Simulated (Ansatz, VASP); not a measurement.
BiRh in VASP and in Ansatz

Contents of INCAR:

```
ALGO = Normal
EDIFF = 1E-6
ENCUT = 520
GGA = CA
ISIF = 2
ISMEAR = -1
LASPH = True
LCHARG = False
LREAL = False
LWAVE = False
NBANDS = 38
NELM = 100
PREC = Accurate
SIGMA = 0.03
```

Contents of KPOINTS:

```
k-points
0
Gamma
  12 12 7
```

The input POSCAR:

```
BiRh
1.0
    4.0940008647      0.0000000000      0.0000000000
   -2.0470004323      3.5455087519      0.0000000000
    0.0000000000      0.0000000000      5.5497400000
Bi Rh
2 2
Direct
    0.3333333333      0.6666666667      0.2500000000
    0.6666666667      0.3333333333      0.7500000000
    0.0000000000      0.0000000000      0.0000000000
    0.0000000000      0.0000000000      0.5000000000
```

Input for Ansatz:

```yaml
crystal:
  lattice:
    - [4.0940008647, 0.0, 0.0]
    - [-2.0470004323, 3.5455087519, 0.0]
    - [0.0, 0.0, 5.54974]
  atoms:
    - { symbol: Bi, position: [0.3333333333, 0.6666666667, 0.25] }
    - { symbol: Bi, position: [0.6666666667, 0.3333333333, 0.75] }
    - { symbol: Rh, position: [0.0, 0.0, 0.0] }
    - { symbol: Rh, position: [0.0, 0.0, 0.5] }
kpoints:
  mp_grid: { grid: [12, 12, 7] }
  band_path:
    path:
      - [0.0, 0.0, 0.0]
      - [0.5, 0.0, 0.0]
      - [0.3333333333, 0.3333333333, 0.0]
      - [0.0, 0.0, 0.0]
      - [0.0, 0.0, 0.5]
      - [0.5, 0.0, 0.5]
      - [0.3333333333, 0.3333333333, 0.5]
      - [0.0, 0.0, 0.5]
      - [0.5, 0.0, 0.5]
    npoints: 5
scf:
  occupations: { method: fermi_dirac, width: 0.03 }
hamiltonian:
  xc: lda
  pseudopotentials: { kind: all_electron, lapw: { basis_error: 0.001 } }
output:
  forces: true
  stress: true
  eigenvalues: true
```

Change from the starting cell: zz strain of -2 %.

Alike in both runs: task single point; functional LDA; k mesh 12 × 12 × 7; occupations fermi-dirac, width 0.03 eV; no spin polarisation.

|  | VASP | Ansatz |
| --- | --- | --- |
| version | VASP 6.6.1 | Ansatz 0.2.0 |
| potentials or method | VASP PAW LDA potentials, release 64 (Bi_d, Rh_pv), cutoff 520 eV | all-electron LAPW, scalar-relativistic |

```csv
,VASP,Ansatz,Ansatz less VASP
pressure (GPa),0.6,0.2,-0.39
"traceless stress, the component that is largest in VASP (GPa)",0.98,0.94,-0.040
```

LDA's correlation is that of Perdew and Zunger in VASP and of Perdew and Wang (1992) in Ansatz. Ansatz ran all-electron here, and VASP with PAW potentials.

Neither program's run includes spin-orbit coupling.
